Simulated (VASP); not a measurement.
# Ge (Fd-3m) in VASP: notebook, part 2 of 2

VASP 6.6.1. The steps go on from the part before.

## Step 3: Single point, r2SCAN

POSCAR

```
Ge
1.0
    0.0000000000      2.8375026870      2.8375026870
    2.8375026870      0.0000000000      2.8375026870
    2.8375026870      2.8375026870      0.0000000000
Ge
2
Direct
    0.5000000000      0.5000000000      0.5000000000
    0.7500000000      0.7500000000      0.7500000000
```

INCAR.step1

```
ALGO = Normal
EDIFF = 1E-4
ENCUT = 520
GGA = PE
ISMEAR = 0
LASPH = T
LCHARG = F
LREAL = F
LWAVE = T
NBANDS = 21
NELM = 60
PREC = Accurate
SIGMA = 0.03
```

INCAR.step2

```
ALGO = Normal
EDIFF = 1E-6
ENCUT = 520
ISIF = 2
ISMEAR = 0
ISTART = 1
LASPH = T
LCHARG = F
LMIXTAU = T
LREAL = F
LWAVE = F
METAGGA = R2SCAN
NBANDS = 21
NELM = 60
PREC = Accurate
SIGMA = 0.03
```

KPOINTS

```
k-points
0
Gamma
  12 12 12
```

Potentials or basis: VASP PAW PBE potentials, release 64 (Ge_d).

Started as:

```console
$ cat potpaw_PBE.64/Ge_d/POTCAR > POTCAR
$ cp INCAR.step1 INCAR
$ mpirun -np 1 vasp_std > vasp.out
$ cp INCAR.step2 INCAR
$ mpirun -np 1 vasp_std > vasp.out
```

OUTCAR:

```text
EDIFF = 1E-6
   ENCUT = 520
   ISIF = 2
   ISMEAR = 0
   ISTART = 1
   LASPH = T
   LREAL = F
   METAGGA = R2SCAN
   NELM = 60
   PREC = Accurate

 ion  position               nearest neighbor table
   1  0.500  0.500  0.500-   2 2.46   2 2.46   2 2.46   2 2.46
   2  0.750  0.750  0.750-   1 2.46   1 2.46   1 2.46   1 2.46

  LATTYP: Found a face centered cubic cell.
 ALAT       =     5.6750053740

  Lattice vectors:

 A1 = (   0.0000000000,   2.8375026870,   2.8375026870)
 A2 = (   2.8375026870,   0.0000000000,   2.8375026870)
 A3 = (   2.8375026870,   2.8375026870,   0.0000000000)

Analysis of symmetry for initial positions (statically):
=====================================================================
 Subroutine PRICEL returns:
 Original cell was already a primitive cell.

 Routine SETGRP: Setting up the symmetry group for a
 face centered cubic supercell.

 Subroutine GETGRP returns: Found 48 space group operations
 (whereof 24 operations were pure point group operations)
 out of a pool of 48 trial point group operations.

The static configuration has the point symmetry T_d .
 The point group associated with its full space group is O_h .

Analysis of symmetry for dynamics (positions and initial velocities):
=====================================================================
 Subroutine PRICEL returns:
 Original cell was already a primitive cell.

 Routine SETGRP: Setting up the symmetry group for a
 face centered cubic supercell.

 Subroutine GETGRP returns: Found 48 space group operations
 (whereof 24 operations were pure point group operations)
 out of a pool of 48 trial point group operations.

The dynamic configuration has the point symmetry T_d .
 The point group associated with its full space group is O_h .

 Subroutine INISYM returns: Found 48 space group operations
 (whereof 24 operations are pure point group operations),
 and found     1 'primitive' translations

----------------------------------------------------------------------------------------

                                     Primitive cell

  volume of cell :      45.6919

  direct lattice vectors                    reciprocal lattice vectors
     0.000000000  2.837502687  2.837502687    -0.176211287  0.176211287  0.176211287
     2.837502687  0.000000000  2.837502687     0.176211287 -0.176211287  0.176211287
     2.837502687  2.837502687  0.000000000     0.176211287  0.176211287 -0.176211287

  length of vectors
     4.012834783  4.012834783  4.012834783     0.305206902  0.305206902  0.305206902

  position of ions in fractional coordinates (direct lattice)
     0.500000000  0.500000000  0.500000000
     0.750000000  0.750000000  0.750000000

  ion indices of the primitive-cell ions
   primitive index   ion index
                 1           1
                 2           2

----------------------------------------------------------------------------------------

 KPOINTS: k-points

Automatic generation of k-mesh.
 Grid dimensions read from file:
 generate k-points for:   12   12   12

 Generating k-lattice:

  Cartesian coordinates                     Fractional coordinates (reciprocal lattice)
    -0.014684274  0.014684274  0.014684274     0.083333333  0.000000000  0.000000000
     0.014684274 -0.014684274  0.014684274     0.000000000  0.083333333  0.000000000
     0.014684274  0.014684274 -0.014684274     0.000000000  0.000000000  0.083333333

  Length of vectors
     0.025433908  0.025433908  0.025433908

  Shift w.r.t. Gamma in fractional coordinates (k-lattice)
     0.000000000  0.000000000  0.000000000

 Subroutine IBZKPT returns following result:
 ===========================================

 Found     72 irreducible k-points:

 Following reciprocal coordinates:
            Coordinates               Weight
  0.000000  0.000000  0.000000      1.000000
  0.083333  0.000000  0.000000      8.000000
  0.166667  0.000000  0.000000      8.000000
  0.250000  0.000000  0.000000      8.000000
  0.333333  0.000000  0.000000      8.000000
  0.416667  0.000000  0.000000      8.000000
[... 16 lines left out ...]
  0.500000  0.166667  0.000000     24.000000
 -0.416667  0.166667  0.000000     24.000000
 [... further k-points ...]
   k-points           NKPTS =     72   k-points in BZ     NKDIM =     72   number of bands    NBANDS=     21
   number of dos      NEDOS =    301   number of ions     NIONS =      2
   total plane-waves  NPLWV =  27000
   dimension x,y,z NGX =    30 NGY =   30 NGZ =   30
   dimension x,y,z NGXF=    60 NGYF=   60 NGZF=   60
   ions per type =               2
   NGX,Y,Z   is equivalent  to a cutoff of  12.43, 12.43, 12.43 a.u.
   NGXF,Y,Z  is equivalent  to a cutoff of  24.86, 24.86, 24.86 a.u.
 SYSTEM =  unknown system
   PREC   = accura    normal or accurate (medium, high low for compatibility)
   ISTART =      1    job   : 0-new  1-cont  2-samecut
   ICHARG =      0    charge: 1-file 2-atom 10-const
   ISPIN  =      1    spin polarized calculation?
   LNONCOLLINEAR =      F non collinear calculations
   LSORBIT =      F    spin-orbit coupling
   LASPH  =      T    aspherical Exc in radial PAW
   ENCUT  =  520.0 eV  38.22 Ry    6.18 a.u.   7.46  7.46  7.46*2*pi/ulx,y,z
   NELM   =     60;   NELMIN=  2; NELMDL=  0     # of ELM steps
   EDIFF  = 0.1E-05   stopping-criterion for ELM
   LREAL  =      F    real-space projection
[... 7 lines left out ...]
   TEBEG  =    0.0;   TEEND  =   0.0 temperature during run
   PSTRESS=    0.0 pullay stress
   NELECT =      28.0000    total number of electrons
   NUPDOWN=      -1.0000    fix difference up-down
   EMIN   =  10.00;   EMAX   =-10.00  energy-range for DOS
   EFERMI =   0.00;   METHOD = LEGACY
   ISMEAR =     0;   SIGMA  =   0.03  broadening in eV -4-tet -1-fermi 0-gaus
   EFERMI_NEDOS =   21; number of points for ismear=-14 and -15
   IALGO  =     38    algorithm
   IMIX   =      4    mixing-type and parameters
     AMIX     =   0.40;   BMIX     =  1.00
     AMIX_MAG =   1.60;   BMIX_MAG =  1.00
  volume/ion in A,a.u.               =      22.85       154.17
  Fermi-wavevector in a.u.,A,eV,Ry     =   1.390533  2.627726 26.307972  1.933581
  Thomas-Fermi vector in A             =   2.514459
   LORBIT       =      0    0 simple, 1 ext, 2 COOP (PROOUT), +10 PAW based schemes
   METAGGA = R2SCAN    functional components
   LHFCALC =     F    Hartree Fock is set to
   AEXX    =    0.0000 exact exchange contribution
   IVDW    =     0    specifies the selected vdW correction
   LEPSILON=     F    determine dielectric tensor
   LRPA    =     F    only Hartree local field effects (RPA)
 non-spin polarized calculation
 Gauss-broadening in eV      SIGMA  =   0.03
  energy-cutoff  :      520.00
  volume of cell :       45.69
 maximum number of plane-waves:      1248
 NGX is ok and might be reduce to    30

 number of electron      28.0000014 magnetization

 Free energy of the ion-electron system (eV)
  ---------------------------------------------------
  ext. energy  EPLUGINS =         0.00000000
  ---------------------------------------------------
  free energy    TOTEN  =       -27.74439712 eV

  energy without entropy =      -27.74439712  energy(sigma->0) =      -27.74439712

 E-fermi :   4.9072     XC(G=0): -10.7721

 val. band max:        4.7116836969   @ k =   0.0000   0.0000   0.0000
 cond. band min:       5.0275398779   @ k =   0.0000   0.0000   0.0000
 fundamental gap:      0.3158561810
 Fermi energy:         4.9071736491

 k-point     1 :       0.0000    0.0000    0.0000
  band No.  band energies     occupation
      1     -20.7700      2.00000
      2     -20.7700      2.00000
      3     -20.7700      2.00000
      4     -20.7313      2.00000
      5     -20.7313      2.00000
      6     -20.5187      2.00000
[... 13 lines left out ...]
     20      14.6247      0.00000
     21      14.6247      0.00000

 k-point     2 :       0.0833    0.0000    0.0000
  band No.  band energies     occupation
      1     -20.7743      2.00000
      2     -20.7743      2.00000
      3     -20.7689      2.00000
      4     -20.7254      2.00000
      5     -20.7254      2.00000
      6     -20.5242      2.00000
[... 520 lines left out ...]
 k-point    24 :      -0.4167    0.1667    0.0000
  band No.  band energies     occupation
      1     -20.8119      2.00000
      2     -20.8009      2.00000
      3     -20.7294      2.00000
      4     -20.6756      2.00000
      5     -20.6678      2.00000
      6     -20.5756      2.00000
[... 13 lines left out ...]
     20      14.9108      0.00000
     21      15.6977      0.00000

 [... further k-points ...]

------------------------ aborting loop because EDIFF is reached ----------------------------------------

  FORCE on cell =-STRESS in cart. coord.  units (eV):
  Direction    XX          YY          ZZ          XY          YZ          ZX
  --------------------------------------------------------------------------------------
  -------------------------------------------------------------------------------------
  Total        0.0149297      0.0149297      0.0149297     -0.0000000     -0.0000000      0.0000000
  in kB        0.5235065      0.5235065      0.5235065     -0.0000000     -0.0000000      0.0000000
  external PRESSURE =       0.5235065 kB  Pullay stress =       0.0000000 kB

 VOLUME and BASIS-vectors are now :
 -----------------------------------------------------------------------------
  energy-cutoff  :      520.00
  volume of cell :       45.69
      direct lattice vectors                 reciprocal lattice vectors
     0.000000000  2.837502687  2.837502687    -0.176211287  0.176211287  0.176211287
     2.837502687  0.000000000  2.837502687     0.176211287 -0.176211287  0.176211287
     2.837502687  2.837502687  0.000000000     0.176211287  0.176211287 -0.176211287

 POSITION                                       TOTAL-FORCE (eV/Angst)
 -----------------------------------------------------------------------------------
      2.83750      2.83750      2.83750         0.000000      0.000000      0.000000
      4.25625      4.25625      4.25625        -0.000000     -0.000000     -0.000000
 -----------------------------------------------------------------------------------
    total drift:                                0.000000     -0.000000     -0.000000

  FREE ENERGIE OF THE ION-ELECTRON SYSTEM (eV)
  ---------------------------------------------------
  free  energy   TOTEN  =       -27.7443971209 eV

  energy  without entropy=      -27.7443971209  energy(sigma->0) =      -27.74439712
```

OUTCAR.step1:

```text
EDIFF = 1E-4
   ENCUT = 520
   GGA = PE
   ISMEAR = 0
   LASPH = T
[... 799 lines left out ...]
 -----------------------------------------------------------------------------------
      2.83750      2.83750      2.83750         0.000000     -0.000000     -0.000000
      4.25625      4.25625      4.25625         0.000000      0.000000      0.000000
 -----------------------------------------------------------------------------------
    total drift:                                0.000000     -0.000000     -0.000000

  FREE ENERGIE OF THE ION-ELECTRON SYSTEM (eV)
  ---------------------------------------------------
  free  energy   TOTEN  =        -9.0173687296 eV

  energy  without entropy=       -9.0173417489  energy(sigma->0) =       -9.01735524
```

OSZICAR.step1:

```text
N       E                     dE             d eps       ncg     rms          rms(c)
DAV:   1     0.193500508508E+03    0.19350E+03   -0.14650E+04  3384   0.366E+03
DAV:   2     0.188296006733E+02   -0.17467E+03   -0.16916E+03  3042   0.620E+02
DAV:   3    -0.817308605717E+01   -0.27003E+02   -0.26818E+02  3489   0.142E+02
DAV:   4    -0.908688717669E+01   -0.91380E+00   -0.91339E+00  3369   0.310E+01
DAV:   5    -0.910188064146E+01   -0.14993E-01   -0.14993E-01  3479   0.439E+00    0.316E+00
DAV:   6    -0.904525293959E+01    0.56628E-01   -0.21389E-02  3448   0.144E+00    0.187E+00
DAV:   7    -0.901548650677E+01    0.29766E-01   -0.46558E-02  3320   0.193E+00    0.146E-01
DAV:   8    -0.901715590290E+01   -0.16694E-02   -0.57750E-03  3424   0.918E-01    0.427E-02
DAV:   9    -0.901735201670E+01   -0.19611E-03   -0.23376E-04  2803   0.176E-01    0.142E-02
DAV:  10    -0.901736872957E+01   -0.16713E-04   -0.30204E-05  2337   0.579E-02
   1 F= -.90173687E+01 E0= -.90173552E+01  d E =-.269807E-04
```

Run time: 2.3 min. Hardware: 1 thread of Intel Xeon 6975P-C (Granite Rapids), shared host; peak memory 0.2 GiB.

Results:

| Item | Value |
| --- | --- |
| Free energy | -27.7444 eV |
| Pressure | 0.1 GPa |
| Band gap on the k mesh | 0.32 eV |

Caveat: the PAW data sets were made with another functional, which shifts forces and pressure a little.

## Step 4: Single point, r2SCAN

This run uses another cell than the first one: it holds 8 atoms, not 2.

POSCAR

```
Ge
1.0
    5.6750053739      0.0000000000      0.0000000000
    0.0000000000     -5.6750053739      0.0000000000
    0.0000000000      0.0000000000     -5.6750053739
Ge
8
Direct
    0.5000000000      0.0000000000      0.0000000000
    0.0000000000      0.5000000000      0.0000000000
    0.0000000000      0.0000000000      0.5000000000
    0.5000000000      0.5000000000      0.5000000000
    0.7500000000      0.7500000000      0.7500000000
    0.2500000000      0.2500000000      0.7500000000
    0.2500000000      0.7500000000      0.2500000000
    0.7500000000      0.2500000000      0.2500000000
```

INCAR.step1

```
  ALGO = Normal
  EDIFF = 1E-4
  ENCUT = 520
  GGA = PE
  ISMEAR = 0
  LASPH = True
  LCHARG = False
  LREAL = False
  LWAVE = True
  NBANDS = 66
  NELM = 80
  PREC = Accurate
  SIGMA = 0.03
```

INCAR.step2

```
  ALGO = Normal
  EDIFF = 1E-6
  ENCUT = 520
  ISIF = 2
  ISMEAR = 0
  ISTART = 1
  LASPH = True
  LCHARG = False
  LMIXTAU = True
  LREAL = False
  LWAVE = False
  METAGGA = R2SCAN
  NBANDS = 66
  NELM = 80
  PREC = Accurate
  SIGMA = 0.03
```

KPOINTS

```
k-points
0
Gamma
  6 6 6
```

Started as:

```console
$ cat potpaw_PBE.64/Ge_d/POTCAR > POTCAR
$ cp INCAR.step1 INCAR
$ mpirun -np 1 vasp_std > vasp.out
$ cp INCAR.step2 INCAR
$ mpirun -np 1 vasp_std > vasp.out
```

Run time: 7.2 min. Hardware: 1 thread of Intel Xeon 6975P-C (Granite Rapids), shared host; peak memory 0.36 GiB.

The run converged. Its results:

```yaml
Free_energy: -110.9780 eV
Pressure: 0.0 GPa
Band_gap_on_the_k_mesh: 0.32 eV
```

Levels at points of the mesh, in eV from the valence-band top:
```
           k point  band 53  band 54  band 55  band 56  band 57  band 58  band 59  band 60
(0.00, 0.00, 0.00)    -3.19     0.00     0.00     0.00     0.32     0.98     0.98     0.98
(0.50, 0.00, 0.00)    -2.11    -2.11    -2.11    -2.11     1.22     1.22     3.03     3.03
(0.50, 0.50, 0.00)    -1.57    -1.57    -1.57    -1.57     2.21     2.21     2.21     2.21
(0.50, 0.50, 0.50)    -1.47    -1.47    -1.47    -1.47     0.41     0.41     0.41     0.41
```

Caveat: the PAW data sets were made with another functional, which shifts forces and pressure a little.

## Step 5: The runs side by side

| cell | k mesh | gap on the mesh (eV) | pressure (GPa) |
| --- | --- | --- | --- |
| a = 4.013 Å, angles 60.0°, 2 atoms, atomic positions A | 10 × 10 × 10 | 0.32 | 0.0 |
| a = 4.013 Å, angles 60.0°, 2 atoms, atomic positions A | 12 × 12 × 12 | 0.32 | 0.1 |
| a = 5.675 Å, 8 atoms, atomic positions B | 6 × 6 × 6 | 0.32 | 0.0 |

Alike in all rows: task single point; level r2SCAN; potentials or basis VASP PAW PBE potentials, release 64 (Ge_d); no spin polarisation; cutoff (eV) 520; smearing gaussian 0.03 eV.

Caveats: the PAW data sets were made with another functional, which shifts forces and pressure a little.

Total energies depend on the potentials used, so only differences within one code and one set of settings carry meaning.

## Step 6: Comparison with measurements

Step 2. Measured gap of Ge: 0.807 eV (direct; 300 K; “Electronic and optical properties of SixGe1-x-ySny alloys lattice-matched to Ge”, 2021, arxiv:2109.02782). This calculation gives 0.32 eV (-0.49 eV). 3 values of this kind are on record (0.666 to 0.807 eV); this one was drawn at random among those near their median. Spin-orbit coupling on Ge is left out. The value is that of r2SCAN on a finite k mesh, which can miss the band edges, without temperature or zero-point motion.

Step 3. Against the measured gap of Ge, 0.744 eV (indirect; 0 K; “Temperature-dependent photoluminescence in Ge: experiment and theory”, 2020, arxiv:2003.00143), the calculated 0.32 eV is off by -0.43 eV. 3 values of this kind are on record (0.666 to 0.807 eV); this one was drawn at random among those near their median. Spin-orbit coupling on Ge is left out. The value is that of r2SCAN on a finite k mesh, which can miss the band edges, without temperature or zero-point motion.
